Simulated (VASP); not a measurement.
Wanted: the native input for a VASP 6.6.1 run.

| Property | Result |
| --- | --- |
| Task | single point |
| Functional | PBE |
| Potentials or basis | VASP PAW PBE potentials, release 64 (Sr_sv, Cl) |
| Cutoff | 500 eV |
| k mesh | 6 × 6 × 6 |
| Occupations | gaussian, width 0.01 eV |
| Spin | no spin polarisation |
| Dipole correction | no |
| Further INCAR settings | ALGO = Normal; EDIFF = 1e-06; NBANDS = 19 |

The structure of SrCl2 lies in POSCAR:

```
SrCl2
1.0
    0.0000000000      3.0079577590      3.0079577590
    3.0079577590      0.0000000000      3.0079577590
    3.0079577590      3.0079577590      0.0000000000
Sr Cl
1 2
Direct
    0.0000000000      0.0000000000      0.0000000000
    0.2500000000      0.2500000000      0.2500000000
    0.7500000000      0.7500000000      0.7500000000
```

One way to write it, as run:

INCAR

```
PREC     = Accurate       # precision mode
ENCUT    = 500            # plane-wave cutoff, eV
EDIFF    = 1E-6           # SCF threshold, eV
ISMEAR   = 0              # smearing method
SIGMA    = 0.01           # smearing width, eV
LREAL    = False          # projectors in reciprocal space
LASPH    = True           # aspherical terms in the spheres
NELM     = 120            # most SCF steps
ALGO     = Normal         # electronic algorithm
ISIF     = 2              # what is computed and relaxed
LWAVE    = False          # write WAVECAR
LCHARG   = False          # write CHGCAR
GGA      = PE             # functional
NBANDS   = 19             # bands
GGA_COMPAT= False
```

KPOINTS

```
Automatic mesh
0
Gamma
  6 6 6
```

Potentials or basis: VASP PAW PBE potentials, release 64 (Sr_sv, Cl).

Command:

```bash
$ cat potpaw_PBE.64/Sr_sv/POTCAR potpaw_PBE.64/Cl/POTCAR > POTCAR
$ mpirun -np 1 vasp_std > vasp.out
```

Results of the run:

```json
{
  "Pressure": "45.8 GPa",
  "Band gap on the k mesh": "4.84 eV"
}
```

Caveat: the cell stands under pressure.

Wall time 10 s on 1 thread of Intel(R) Xeon(R) Platinum 8488C (Sapphire Rapids), with other jobs on the host, peak memory 0.17 GiB.
